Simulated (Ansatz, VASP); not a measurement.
Two plane-wave programs on Bi2Te2O3

```
Bi Te O
1.0
     4.44557    0.00000    0.00000
     0.00000    4.44557    0.00000
     0.00000    0.00000   10.14886
Bi Te O
2 2 3
Direct
  0.50000 0.50000 0.50000
  0.00000 0.00000 0.50000
  0.00000 0.00000 0.81365
  0.00000 0.00000 0.18635
  0.00000 0.00000 0.00000
  0.00000 0.50000 0.00000
  0.50000 0.00000 0.00000
```

Alike in both runs: functional PBE; k mesh 3 × 3 × 2; occupations gaussian, width 0.15 eV; no spin polarisation.

Ansatz relaxed the structure, and its values are those at the end. VASP's run is a single point on that final structure, the one shown.

|  | VASP | Ansatz |
| --- | --- | --- |
| version | VASP 6.6.1 | Ansatz 0.2.0 |
| potentials or method | VASP PAW PBE potentials, release 64 (Bi_d, Te, O), cutoff 520 eV | scalar-relativistic, plane waves, PAW |
| valence electrons in the cell | 60 | 80 |

```tsv
	VASP	Ansatz	Ansatz less VASP
gap on the k mesh at the Fermi level (eV)	none	none	-
pressure (GPa)	0.0	0.1	+0.11
rms of the force components (eV/Å)	0.006	0.004	-0.0022
```

A gap of «none» marks a metal or a gap that the smearing closes. VASP's potentials hold 60 valence electrons a cell and Ansatz's 80, so a difference there can come from the potentials and not from the codes.

The k mesh is coarse, so the values compare programs but aren't converged. Neither program's run includes spin-orbit coupling.
